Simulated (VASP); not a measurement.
# GaAs (I-4m2) in VASP: single point with HSE06

Aim: the single point of GaAs with HSE06.

Program: VASP 6.6.1. These are calculated values, not measurements. Logs are shortened: lines on timing, memory, paths and dates and some standing lists are left out, and cuts for length are marked.

## (1) The cell of the first run

It takes space group I-4m2 (No. 119, tetragonal). The conventional cell has a = 4.007 Å, b = 4.007 Å, c = 5.815 Å, α = 90.00°, β = 90.00°, γ = 90.00°. Within 3.3 Å of Ga (site symmetry -4m2) lie 4 As at 2.48 Å. As (site symmetry -4m2) has 4 Ga at 2.48 Å within 3.3 Å.

## (2) Single point, HSE06 (uniaxial z strain +2.6%)

Input file POSCAR:

```
GaAs
1.0
    0.0000000000      2.8330831925      2.9073099721
    2.8330831925      0.0000000000      2.9073099721
    2.8330831925      2.8330831925      0.0000000000
Ga As
1 1
Direct
    0.0000000000      0.0000000000      0.0000000000
    0.2500000000      0.2500000000      0.2500000000
```

Input file INCAR.step1:

```
ALGO     = Normal         # electronic algorithm
EDIFF    = 1E-5           # SCF threshold, eV
ENCUT    = 520            # plane-wave cutoff, eV
GGA      = PE             # functional
ISIF     = 2              # what is computed and relaxed
ISMEAR   = 0              # smearing method
KPAR     = 4            
LASPH    = T              # aspherical terms in the spheres
LCHARG   = F              # write CHGCAR
LREAL    = F              # projectors in reciprocal space
LWAVE    = T              # write WAVECAR
NBANDS   = 16             # bands
NELM     = 60             # most SCF steps
PREC     = Accurate       # precision mode
SIGMA    = 0.01           # smearing width, eV
```

Input file INCAR.step2:

```
ALGO     = Normal         # electronic algorithm
EDIFF    = 1E-6           # SCF threshold, eV
ENCUT    = 520            # plane-wave cutoff, eV
GGA      = PE             # functional
HFSCREEN = 0.2079         # screening, 1/A
ISIF     = 2              # what is computed and relaxed
ISMEAR   = 0              # smearing method
ISTART   = 1            
KPAR     = 4            
LASPH    = T              # aspherical terms in the spheres
LCHARG   = F              # write CHGCAR
LHFCALC  = T              # exact exchange
LREAL    = F              # projectors in reciprocal space
LWAVE    = F              # write WAVECAR
NBANDS   = 16             # bands
NELM     = 60             # most SCF steps
PREC     = Accurate       # precision mode
PRECFOCK = Normal       
SIGMA    = 0.01           # smearing width, eV
```

Input file KPOINTS:

```
k-points
0
Gamma
  6 6 6
```

Potentials or basis: VASP PAW PBE potentials, release 64 (Ga_d, As).

Run with:

```bash
cat potpaw_PBE.64/Ga_d/POTCAR potpaw_PBE.64/As/POTCAR > POTCAR
cp INCAR.step1 INCAR
mpirun -np 4 vasp_std > vasp.out
cp INCAR.step2 INCAR
mpirun -np 4 vasp_std > vasp.out
```

OUTCAR:

```text
EDIFF = 1E-6
   ENCUT = 520
   GGA = PE
   HFSCREEN = 0.2079
   ISIF = 2
   ISMEAR = 0
   ISTART = 1
   LASPH = T
   LHFCALC = T
   LREAL = F
   NELM = 60
   PREC = Accurate
   PRECFOCK = Normal

 ion  position               nearest neighbor table
   1  0.000  0.000  0.000-   2 2.48   2 2.48   2 2.48   2 2.48
   2  0.250  0.250  0.250-   1 2.48   1 2.48   1 2.48   1 2.48

  LATTYP: Found a body centered tetragonal cell.
 ALAT       =     4.0065846742
 C/A-ratio  =     1.4512659577

  Lattice vectors:

 A1 = (  -2.8330831925,   0.0000000000,   2.9073099721)
 A2 = (   2.8330831925,   0.0000000000,   2.9073099721)
 A3 = (   0.0000000000,   2.8330831925,  -2.9073099721)

Analysis of symmetry for initial positions (statically):
=====================================================================
 Subroutine PRICEL returns:
 Original cell was already a primitive cell.

 Routine SETGRP: Setting up the symmetry group for a
 body centered tetragonal supercell.

 Subroutine GETGRP returns: Found  8 space group operations
 (whereof  8 operations were pure point group operations)
 out of a pool of 16 trial point group operations.

The static configuration has the point symmetry D_2d.

Analysis of symmetry for dynamics (positions and initial velocities):
=====================================================================
 Subroutine PRICEL returns:
 Original cell was already a primitive cell.

 Routine SETGRP: Setting up the symmetry group for a
 body centered tetragonal supercell.

 Subroutine GETGRP returns: Found  8 space group operations
 (whereof  8 operations were pure point group operations)
 out of a pool of 16 trial point group operations.

The dynamic configuration has the point symmetry D_2d.

 Subroutine INISYM returns: Found  8 space group operations
 (whereof  8 operations are pure point group operations),
 and found     1 'primitive' translations

----------------------------------------------------------------------------------------

                                     Primitive cell

  volume of cell :      46.6702

  direct lattice vectors                    reciprocal lattice vectors
     0.000000000  2.833083193  2.907309972    -0.176486169  0.176486169  0.171980286
     2.833083193  0.000000000  2.907309972     0.176486169 -0.176486169  0.171980286
[... 90 lines left out ...]
   NFREE  =      0    steps in history (QN), initial steepest desc. (CG)
   ISIF   =      2    stress and relaxation
   ISYM   =      3    0-nonsym 1-usesym 2-fastsym
   POTIM  = 0.5000    time-step for ionic-motion
   TEBEG  =    0.0;   TEEND  =   0.0 temperature during run
   PSTRESS=    0.0 pullay stress
   NELECT =      18.0000    total number of electrons
   NUPDOWN=      -1.0000    fix difference up-down
   EMIN   =  10.00;   EMAX   =-10.00  energy-range for DOS
   EFERMI =   0.00;   METHOD = LEGACY
   ISMEAR =     0;   SIGMA  =   0.01  broadening in eV -4-tet -1-fermi 0-gaus
   EFERMI_NEDOS =   21; number of points for ismear=-14 and -15
   IALGO  =     38    algorithm
   IMIX   =      1    mixing-type and parameters
     AMIX     =   0.40;   BMIX     =  1.00
     AMIX_MAG =   1.60;   BMIX_MAG =  1.00
  volume/ion in A,a.u.               =      23.34       157.47
  Fermi-wavevector in a.u.,A,eV,Ry     =   1.191660  2.251911 19.320999  1.420053
  Thomas-Fermi vector in A             =   2.327716
   LORBIT       =      0    0 simple, 1 ext, 2 COOP (PROOUT), +10 PAW based schemes
   GGA     = PE    functional components
   LHFCALC =     T    Hartree Fock is set to
   PRECFOCK=normal    Normal, Fast or Accurate (Low or Medium for compatibility)
   ENCUT4O =  -1.0   cutoff for four orbital integrals eV
   NKREDX  =     1    reduce k-point grid by
   NKREDY  =     1    reduce k-point grid by
   NKREDZ  =     1    reduce k-point grid by
   AEXX    =    0.2500 exact exchange contribution
   HFSCREEN=    0.2079 screening length (either q_TF or 0.3 A-1)
   HFSCREENC=   0.2079 screening length for correlation (either q_TF or 0.3 A-1)
   ENCUTFOCK=  -1.0 apply spherical cutoff to Coloumb kernel
   IVDW    =     0    specifies the selected vdW correction
   LEPSILON=     F    determine dielectric tensor
   LRPA    =     F    only Hartree local field effects (RPA)
 non-spin polarized calculation
 Gauss-broadening in eV      SIGMA  =   0.01
  energy-cutoff  :      520.00
  volume of cell :       46.67
 maximum number of plane-waves:      1291
  NGX = 24; NGY = 24; NGZ = 24

 number of electron      17.9999987 magnetization

 Free energy of the ion-electron system (eV)
  ---------------------------------------------------
  ext. energy  EPLUGINS =         0.00000000
  ---------------------------------------------------
  free energy    TOTEN  =        -9.83965400 eV

  energy without entropy =       -9.83965400  energy(sigma->0) =       -9.83965400

 E-fermi :   3.4107     XC(G=0):  -7.8537

 val. band max:        3.2677482720   @ k =   0.0000   0.0000   0.0000
 cond. band min:       4.3488432381   @ k =   0.0000   0.0000   0.0000
 fundamental gap:      1.0810949661
 Fermi energy:         3.4107309346

 k-point     1 :       0.0000    0.0000    0.0000
  band No.  band energies     occupation
      1     -14.1223      2.00000
      2     -14.1158      2.00000
      3     -14.1158      2.00000
      4     -14.0475      2.00000
      5     -14.0417      2.00000
      6     -10.5036      2.00000
[... 433 lines left out ...]
      3     -14.0844      2.00000
      4     -14.0610      2.00000
      5     -14.0349      2.00000
      6      -8.1493      2.00000
[... 8 lines left out ...]
     15      16.4211      0.00000
     16      17.1464      0.00000

 [... further k-points ...]

------------------------ aborting loop because EDIFF is reached ----------------------------------------

  FORCE on cell =-STRESS in cart. coord.  units (eV):
  Direction    XX          YY          ZZ          XY          YZ          ZX
  --------------------------------------------------------------------------------------
  -------------------------------------------------------------------------------------
  Total       -0.2127594     -0.2127594     -0.7477256      0.0000000      0.0000000      0.0000000
  in kB       -7.3039766     -7.3039766    -25.6692307      0.0000000      0.0000000      0.0000000
  external PRESSURE =     -13.4257280 kB  Pullay stress =       0.0000000 kB

 VOLUME and BASIS-vectors are now :
 -----------------------------------------------------------------------------
  energy-cutoff  :      520.00
  volume of cell :       46.67
      direct lattice vectors                 reciprocal lattice vectors
     0.000000000  2.833083193  2.907309972    -0.176486169  0.176486169  0.171980286
     2.833083193  0.000000000  2.907309972     0.176486169 -0.176486169  0.171980286
     2.833083193  2.833083193  0.000000000     0.176486169  0.176486169 -0.171980286

 POSITION                                       TOTAL-FORCE (eV/Angst)
 -----------------------------------------------------------------------------------
      0.00000      0.00000      0.00000         0.000000     -0.000000     -0.000000
      1.41654      1.41654      1.45365         0.000000      0.000000      0.000000
 -----------------------------------------------------------------------------------
    total drift:                                0.000003      0.000003     -0.000005

  FREE ENERGIE OF THE ION-ELECTRON SYSTEM (eV)
  ---------------------------------------------------
  free  energy   TOTEN  =        -9.8396540014 eV

  energy  without entropy=       -9.8396540014  energy(sigma->0) =       -9.83965400
```

OUTCAR.step1:

```text
EDIFF = 1E-5
   ENCUT = 520
   GGA = PE
   ISIF = 2
   ISMEAR = 0
[... 678 lines left out ...]
 -----------------------------------------------------------------------------------
      0.00000      0.00000      0.00000         0.000000      0.000000      0.000000
      1.41654      1.41654      1.45365        -0.000000     -0.000000     -0.000000
 -----------------------------------------------------------------------------------
    total drift:                                0.000002      0.000002      0.000001

  FREE ENERGIE OF THE ION-ELECTRON SYSTEM (eV)
  ---------------------------------------------------
  free  energy   TOTEN  =        -8.2440792970 eV

  energy  without entropy=       -8.2440792970  energy(sigma->0) =       -8.24407930
```

Run time: 39 min. Hardware: 4 MPI ranks of Oxide Virtual Turin-like, shared host; peak memory 0.28 GiB.

Results:

- Free energy: -9.8397 eV
- Pressure: -1.3 GPa
- Band gap on the k mesh: 1.08 eV

Stress tensor (GPa, compression positive):
```
-0.73  0.00  0.00
 0.00 -0.73  0.00
 0.00  0.00 -2.57
```

Levels at points of the mesh, in eV from the valence-band top:
```
           k point  band 5  band 6  band 7  band 8  band 9  band 10  band 11  band 12  band 13  band 14
(0.00, 0.00, 0.00)  -17.31  -13.77   -0.16    0.00    0.00     1.08     4.45     4.45     4.52     8.40
(0.50, 0.00, 0.00)  -17.31  -11.95   -7.07   -1.34   -1.12     1.59     5.31     5.49     8.56    11.25
(0.50, 0.50, 0.00)  -17.31  -11.24   -7.38   -2.71   -2.71     2.18     2.46    11.18    11.18    11.74
(0.50, 0.00, 0.50)  -17.30  -11.15   -7.22   -2.90   -2.88     2.02     2.21    11.06    11.23    11.91
```

Caveat: the cell differs from its parent crystal (uniaxial z strain +2.6%); the PAW data sets were made with another functional, which shifts forces and pressure a little.
